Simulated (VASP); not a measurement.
Input of a VASP 6.6.1 run:

File INCAR:

```
PREC = Accurate ; ENCUT = 520
EDIFF = 1E-6 ; ISMEAR = -1
SIGMA = 0.15 ; LREAL = F
LASPH = T ; NELM = 100
ALGO = Normal ; ISIF = 2
LWAVE = F ; LCHARG = F
NBANDS = 16
```

KPOINTS

```
Automatic mesh
0
Gamma
  12 12 12
```

POSCAR

```
GaSb
1.0
    0.0000000000      3.0451013715      3.0451013715
    3.0451013715      0.0000000000      3.0451013715
    3.0451013715      3.0451013715      0.0000000000
Ga Sb
1 1
Direct
    0.0000000000      0.0000000000      0.0000000000
    0.7500000000      0.7500000000      0.7500000000
```

Potentials or basis: VASP PAW LDA potentials, release 64 (Ga_d, Sb).

Launch:

```console
$ cat potpaw_LDA.64/Ga_d/POTCAR potpaw_LDA.64/Sb/POTCAR > POTCAR
$ mpirun -np 1 vasp_std > vasp.out
```

Question: What does it give for the pressure?

Answer: -0.9 GPa.

Question: Estimate the band gap on the k mesh.

Answer: Zero (filled and empty bands touch).

Caveat: spin-orbit coupling is left out, which moves the levels of the heavy elements.
